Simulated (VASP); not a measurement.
# Al3GaN4 (R3m) in VASP: further runs

Al3GaN4 is run at these levels: PBEsol; tasks: single point.

All numbers are computed with VASP 6.6.1; they aren't measurements. Logs are shortened: lines on timing, memory, paths and dates and some standing lists are left out, and cuts for length are marked.

## Step 1: The cell of the first run

The structure is trigonal, space group R3m (No. 160). Conventional cell: a = 6.648 Å, b = 6.648 Å, c = 7.303 Å, α = 90.00°, β = 90.00°, γ = 120.00°. Within 2.4 Å of Al (site symmetry m) lie 4 N at 1.81 to 2.00 Å. Within 2.5 Å of Ga (site symmetry 3m) lie 4 N at 1.86 to 2.06 Å. N (site symmetry m) has 3 Al at 1.81 to 2.00 Å and 1 Ga at 2.06 Å within 2.4 Å. N (site symmetry 3m) has 1 Ga at 1.86 Å and 3 Al at 2.00 Å within 2.5 Å.

## Step 2: Single point, PBEsol

Contents of INCAR:

```
PREC = Accurate
ENCUT = 520
EDIFF = 1E-6
ISMEAR = 0
SIGMA = 0.05
LREAL = F
LASPH = T
NELM = 60
ALGO = Normal
ISIF = 2
LWAVE = F
LCHARG = F
GGA = PS
NBANDS = 31
```

Contents of KPOINTS:

```
Automatic mesh
0
Gamma
  6 6 6
```

Contents of POSCAR:

```
Al3GaN4
1.0
    4.5393319947     -0.1615208909     -0.1615208909
   -0.1615208909      4.5393319947     -0.1615208909
   -0.1615208909     -0.1615208909      4.5393319947
Al Ga N
3 1 4
Direct
    0.5000000000      0.5000000000      0.0000000000
    0.5000000000      0.0000000000      0.5000000000
    0.0000000000      0.5000000000      0.5000000000
    0.0000000000      0.0000000000      0.0000000000
    0.7447140287      0.7447140287      0.2552859713
    0.7447140287      0.2552859713      0.7447140287
    0.2552859713      0.7447140287      0.7447140287
    0.2552859713      0.2552859713      0.2552859713
```

Potentials or basis: VASP PAW PBE potentials, release 64 (Al, Ga_d, N).

Command:

```sh
$ cat potpaw_PBE.64/Al/POTCAR potpaw_PBE.64/Ga_d/POTCAR potpaw_PBE.64/N/POTCAR > POTCAR
$ mpirun -np 1 vasp_std > vasp.out
```

OUTCAR:

```text
PREC = Accurate
   ENCUT = 520
   EDIFF = 1E-6
   ISMEAR = 0
   LREAL = F
   LASPH = T
   NELM = 60
   ISIF = 2
   GGA = PS

 ion  position               nearest neighbor table
   1  0.500  0.500  0.000-   5 1.81   6 2.00   7 2.00   8 2.00   3 3.10   4 3.10   2 3.10   2 3.10
                             3 3.10   4 3.10   2 3.32   3 3.32   3 3.32   2 3.32
   2  0.500  0.000  0.500-   6 1.81   5 2.00   7 2.00   8 2.00   3 3.10   4 3.10   1 3.10   1 3.10
                             4 3.10   3 3.10   1 3.32   3 3.32   1 3.32   3 3.32
   3  0.000  0.500  0.500-   7 1.81   6 2.00   5 2.00   8 2.00   2 3.10   4 3.10   1 3.10   4 3.10
                             1 3.10   2 3.10   1 3.32   2 3.32   2 3.32   1 3.32
   4  0.000  0.000  0.000-   8 1.86   6 2.06   7 2.06   5 2.06   2 3.10   3 3.10   1 3.10   3 3.10
                             2 3.10   1 3.10
   5  0.745  0.745  0.255-   1 1.81   2 2.00   3 2.00   4 2.06
   6  0.745  0.255  0.745-   2 1.81   3 2.00   1 2.00   4 2.06
   7  0.255  0.745  0.745-   3 1.81   2 2.00   1 2.00   4 2.06
   8  0.255  0.255  0.255-   4 1.86   1 2.00   3 2.00   2 2.00

  LATTYP: Found a trigonal (rhomboedric) cell.
 ALAT       =     4.5450756819
 COS(alpha) =    -0.0697223793

  Lattice vectors:

 A1 = (   4.5393319947,  -0.1615208909,  -0.1615208909)
 A2 = (  -0.1615208909,   4.5393319947,  -0.1615208909)
 A3 = (  -0.1615208909,  -0.1615208909,   4.5393319947)

Analysis of symmetry for initial positions (statically):
=====================================================================
 Subroutine PRICEL returns:
 Original cell was already a primitive cell.

 Routine SETGRP: Setting up the symmetry group for a
 trigonal (rhombohedral) supercell.

 Subroutine GETGRP returns: Found  6 space group operations
 (whereof  6 operations were pure point group operations)
 out of a pool of 12 trial point group operations.

The static configuration has the point symmetry C_3v.

Analysis of symmetry for dynamics (positions and initial velocities):
=====================================================================
 Subroutine PRICEL returns:
 Original cell was already a primitive cell.

 Routine SETGRP: Setting up the symmetry group for a
 trigonal (rhombohedral) supercell.

 Subroutine GETGRP returns: Found  6 space group operations
 (whereof  6 operations were pure point group operations)
 out of a pool of 12 trial point group operations.

The dynamic configuration has the point symmetry C_3v.

 Subroutine INISYM returns: Found  6 space group operations
 (whereof  6 operations are pure point group operations),
 and found     1 'primitive' translations

----------------------------------------------------------------------------------------

                                     Primitive cell

  volume of cell :      93.1717

  direct lattice vectors                    reciprocal lattice vectors
     4.539331995 -0.161520891 -0.161520891     0.220876678  0.008149323  0.008149323
    -0.161520891  4.539331995 -0.161520891     0.008149323  0.220876678  0.008149323
    -0.161520891 -0.161520891  4.539331995     0.008149323  0.008149323  0.220876678

  length of vectors
     4.545075682  4.545075682  4.545075682     0.221177146  0.221177146  0.221177146

  position of ions in fractional coordinates (direct lattice)
     0.500000000  0.500000000  1.000000000
     0.500000000  1.000000000  0.500000000
     1.000000000  0.500000000  0.500000000
     0.000000000  0.000000000  0.000000000
     0.744714029  0.744714029  0.255285971
     0.744714029  0.255285971  0.744714029
     0.255285971  0.744714029  0.744714029
     0.255285971  0.255285971  0.255285971

  ion indices of the primitive-cell ions
   primitive index   ion index
                 1           1
                 2           2
                 3           3
                 4           4
                 5           5
                 6           6
                 7           7
                 8           8

----------------------------------------------------------------------------------------

 KPOINTS: Automatic mesh

Automatic generation of k-mesh.
 Grid dimensions read from file:
 generate k-points for:    6    6    6

 Generating k-lattice:

  Cartesian coordinates                     Fractional coordinates (reciprocal lattice)
     0.036812780  0.001358221  0.001358221     0.166666667  0.000000000  0.000000000
     0.001358221  0.036812780  0.001358221     0.000000000  0.166666667  0.000000000
     0.001358221  0.001358221  0.036812780     0.000000000  0.000000000  0.166666667

  Length of vectors
     0.036862858  0.036862858  0.036862858

  Shift w.r.t. Gamma in fractional coordinates (k-lattice)
     0.000000000  0.000000000  0.000000000

 Subroutine IBZKPT returns following result:
 ===========================================

 Found     32 irreducible k-points:

 Following reciprocal coordinates:
            Coordinates               Weight
  0.000000  0.000000  0.000000      1.000000
  0.166667 -0.000000 -0.000000      6.000000
  0.333333  0.000000  0.000000      6.000000
  0.500000  0.000000  0.000000      3.000000
  0.166667  0.166667 -0.000000      6.000000
  0.333333  0.166667  0.000000     12.000000
[... 16 lines left out ...]
  0.500000  0.500000  0.166667      6.000000
 -0.333333  0.500000  0.166667     12.000000
 [... further k-points ...]
   k-points           NKPTS =     32   k-points in BZ     NKDIM =     32   number of bands    NBANDS=     31
   number of dos      NEDOS =    301   number of ions     NIONS =      8
   total plane-waves  NPLWV =  46656
   dimension x,y,z NGX =    36 NGY =   36 NGZ =   36
   dimension x,y,z NGXF=    72 NGYF=   72 NGZF=   72
   ions per type =               3   1   4
   NGX,Y,Z   is equivalent  to a cutoff of  13.17, 13.17, 13.17 a.u.
   NGXF,Y,Z  is equivalent  to a cutoff of  26.34, 26.34, 26.34 a.u.
 SYSTEM =  unknown system
   PREC   = accura    normal or accurate (medium, high low for compatibility)
   ISTART =      0    job   : 0-new  1-cont  2-samecut
   ICHARG =      2    charge: 1-file 2-atom 10-const
   ISPIN  =      1    spin polarized calculation?
   LNONCOLLINEAR =      F non collinear calculations
   LSORBIT =      F    spin-orbit coupling
   LASPH  =      T    aspherical Exc in radial PAW
   ENCUT  =  520.0 eV  38.22 Ry    6.18 a.u.   8.45  8.45  8.45*2*pi/ulx,y,z
   NELM   =     60;   NELMIN=  2; NELMDL= -5     # of ELM steps
   EDIFF  = 0.1E-05   stopping-criterion for ELM
   LREAL  =      F    real-space projection
   EDIFFG = 0.1E-04   stopping-criterion for IOM
   NSW    =      0    number of steps for IOM
   IBRION =     -1    ionic relax: 0-MD 1-quasi-New 2-CG
   NFREE  =      0    steps in history (QN), initial steepest desc. (CG)
   ISIF   =      2    stress and relaxation
   ISYM   =      2    0-nonsym 1-usesym 2-fastsym
   POTIM  = 0.5000    time-step for ionic-motion
   TEBEG  =    0.0;   TEEND  =   0.0 temperature during run
   PSTRESS=    0.0 pullay stress
   NELECT =      42.0000    total number of electrons
   NUPDOWN=      -1.0000    fix difference up-down
   EMIN   =  10.00;   EMAX   =-10.00  energy-range for DOS
   EFERMI =   0.00;   METHOD = LEGACY
   ISMEAR =     0;   SIGMA  =   0.05  broadening in eV -4-tet -1-fermi 0-gaus
   EFERMI_NEDOS =   21; number of points for ismear=-14 and -15
   IALGO  =     38    algorithm
   IMIX   =      4    mixing-type and parameters
     AMIX     =   0.40;   BMIX     =  1.00
     AMIX_MAG =   1.60;   BMIX_MAG =  1.00
  volume/ion in A,a.u.               =      11.65        78.59
  Fermi-wavevector in a.u.,A,eV,Ry     =   1.255249  2.372077 21.438031  1.575651
  Thomas-Fermi vector in A             =   2.389015
   LORBIT       =      0    0 simple, 1 ext, 2 COOP (PROOUT), +10 PAW based schemes
   GGA     = PS    functional components
   LHFCALC =     F    Hartree Fock is set to
   AEXX    =    0.0000 exact exchange contribution
   IVDW    =     0    specifies the selected vdW correction
   LEPSILON=     F    determine dielectric tensor
   LRPA    =     F    only Hartree local field effects (RPA)
 non-spin polarized calculation
 Gauss-broadening in eV      SIGMA  =   0.05
  energy-cutoff  :      520.00
  volume of cell :       93.17
 maximum number of plane-waves:      2547
 NGX is ok and might be reduce to    36
   NGX = 17   NGY = 17   NGZ = 17

 number of electron      42.0000002 magnetization

 Free energy of the ion-electron system (eV)
  ---------------------------------------------------
  ext. energy  EPLUGINS =         0.00000000
  ---------------------------------------------------
  free energy    TOTEN  =       -58.77986409 eV

  energy without entropy =      -58.77986409  energy(sigma->0) =      -58.77986409

 E-fermi :   5.2778     XC(G=0): -10.9358

 val. band max:        5.0435335437   @ k =   0.0000   0.0000   0.0000
 cond. band min:       7.3796177661   @ k =   0.0000   0.0000   0.0000
 fundamental gap:      2.3360842224
 Fermi energy:         5.2777884213

 k-point     1 :       0.0000    0.0000    0.0000
  band No.  band energies     occupation
      1      -9.8485      2.00000
      2      -8.7129      2.00000
      3      -8.3701      2.00000
      4      -8.3701      2.00000
      5      -7.8971      2.00000
      6      -7.8971      2.00000
[... 23 lines left out ...]
     30      15.1252      0.00000
     31      16.6937      0.00000

 k-point     2 :       0.1667   -0.0000   -0.0000
  band No.  band energies     occupation
      1      -9.7383      2.00000
      2      -8.7221      2.00000
      3      -8.3909      2.00000
      4      -8.3763      2.00000
      5      -7.8962      2.00000
      6      -7.8937      2.00000
[... 23 lines left out ...]
     30      15.3675      0.00000
     31      16.4220      0.00000

 k-point     3 :       0.3333    0.0000    0.0000
  band No.  band energies     occupation
      1      -9.4435      2.00000
      2      -8.7590      2.00000
      3      -8.4686      2.00000
      4      -8.3884      2.00000
      5      -7.8945      2.00000
      6      -7.8836      2.00000
[... 23 lines left out ...]
     30      15.6209      0.00000
     31      15.7824      0.00000

 k-point     4 :       0.5000    0.0000    0.0000
  band No.  band energies     occupation
      1      -9.1838      2.00000
      2      -8.8440      2.00000
      3      -8.5471      2.00000
      4      -8.3942      2.00000
      5      -7.8936      2.00000
      6      -7.8708      2.00000
[... 23 lines left out ...]
     30      15.2933      0.00000
     31      15.7180      0.00000

 k-point     5 :       0.1667    0.1667   -0.0000
  band No.  band energies     occupation
      1      -9.6148      2.00000
      2      -8.7185      2.00000
      3      -8.4349      2.00000
      4      -8.3777      2.00000
      5      -7.8939      2.00000
      6      -7.8922      2.00000
[... 23 lines left out ...]
     30      15.4108      0.00000
     31      16.4630      0.00000
[... 542 lines left out ...]
     30      14.9077      0.00000
     31      15.2343      0.00000

 k-point    22 :      -0.1667    0.3333    0.1667
  band No.  band energies     occupation
      1      -9.3063      2.00000
      2      -8.7622      2.00000
      3      -8.5202      2.00000
      4      -8.3142      2.00000
      5      -7.8894      2.00000
      6      -7.8819      2.00000
[... 23 lines left out ...]
     30      15.0915      0.00000
     31      15.4826      0.00000

 k-point    23 :       0.5000    0.5000    0.1667
  band No.  band energies     occupation
      1      -9.0087      2.00000
      2      -8.6731      2.00000
      3      -8.6546      2.00000
      4      -8.0962      2.00000
      5      -7.8730      2.00000
      6      -7.8686      2.00000
[... 23 lines left out ...]
     30      14.9668      0.00000
     31      14.9774      0.00000

 k-point    24 :      -0.3333    0.5000    0.1667
  band No.  band energies     occupation
      1      -9.0409      2.00000
      2      -8.7448      2.00000
      3      -8.6188      2.00000
      4      -8.1771      2.00000
      5      -7.8810      2.00000
      6      -7.8712      2.00000
[... 23 lines left out ...]
     30      14.9230      0.00000
     31      15.1669      0.00000

 [... further k-points ...]

------------------------ aborting loop because EDIFF is reached ----------------------------------------

  FORCE on cell =-STRESS in cart. coord.  units (eV):
  Direction    XX          YY          ZZ          XY          YZ          ZX
  --------------------------------------------------------------------------------------
  -------------------------------------------------------------------------------------
  Total       -6.5883991     -6.5883991     -6.5883991      7.7175850      7.7175850      7.7175850
  in kB     -113.2939363   -113.2939363   -113.2939363    132.7113870    132.7113870    132.7113870
  external PRESSURE =    -113.2939363 kB  Pullay stress =       0.0000000 kB

 VOLUME and BASIS-vectors are now :
 -----------------------------------------------------------------------------
  energy-cutoff  :      520.00
  volume of cell :       93.17
      direct lattice vectors                 reciprocal lattice vectors
     4.539331995 -0.161520891 -0.161520891     0.220876678  0.008149323  0.008149323
    -0.161520891  4.539331995 -0.161520891     0.008149323  0.220876678  0.008149323
    -0.161520891 -0.161520891  4.539331995     0.008149323  0.008149323  0.220876678

 POSITION                                       TOTAL-FORCE (eV/Angst)
 -----------------------------------------------------------------------------------
      2.18891      2.18891     -0.16152        -0.627148     -0.627148     -0.746275
      2.18891     -0.16152      2.18891        -0.627148     -0.746275     -0.627148
     -0.16152      2.18891      2.18891        -0.746275     -0.627148     -0.627148
      0.00000      0.00000      0.00000        -0.648990     -0.648990     -0.648990
      3.21898      3.21898      0.91825         0.654992      0.654992      0.762023
      3.21898      0.91825      3.21898         0.654992      0.762023      0.654992
      0.91825      3.21898      3.21898         0.762023      0.654992      0.654992
      1.07636      1.07636      1.07636         0.577554      0.577554      0.577554
 -----------------------------------------------------------------------------------
    total drift:                                0.000657      0.000657      0.000657

  FREE ENERGIE OF THE ION-ELECTRON SYSTEM (eV)
  ---------------------------------------------------
  free  energy   TOTEN  =       -58.7798640929 eV

  energy  without entropy=      -58.7798640929  energy(sigma->0) =      -58.77986409
```

Wall time 2.5 min (1 thread of Intel Xeon 8259CL, shared host); peak memory 0.25 GiB.

Results:

| Quantity | Value |
| --- | --- |
| Free energy | -58.7799 eV |
| Pressure | -11.3 GPa |
| Largest force | 1.199 eV/Å |
| Band gap on the k mesh | 2.34 eV |

Forces in eV/Å, atoms in the order of the input:
```
Al  -0.627 -0.627 -0.746
Al  -0.627 -0.746 -0.627
Al  -0.746 -0.627 -0.627
Ga  -0.649 -0.649 -0.649
N    0.655  0.655  0.762
N    0.655  0.762  0.655
N    0.762  0.655  0.655
N    0.578  0.578  0.578
```

Stress tensor (GPa, compression positive):
```
-11.33  13.27  13.27
 13.27 -11.33  13.27
 13.27  13.27 -11.33
```

Caveat: the cell stands under tension; the PAW data sets were made with another functional, which shifts forces and pressure a little.

(Part 1 of 2 ends here.)
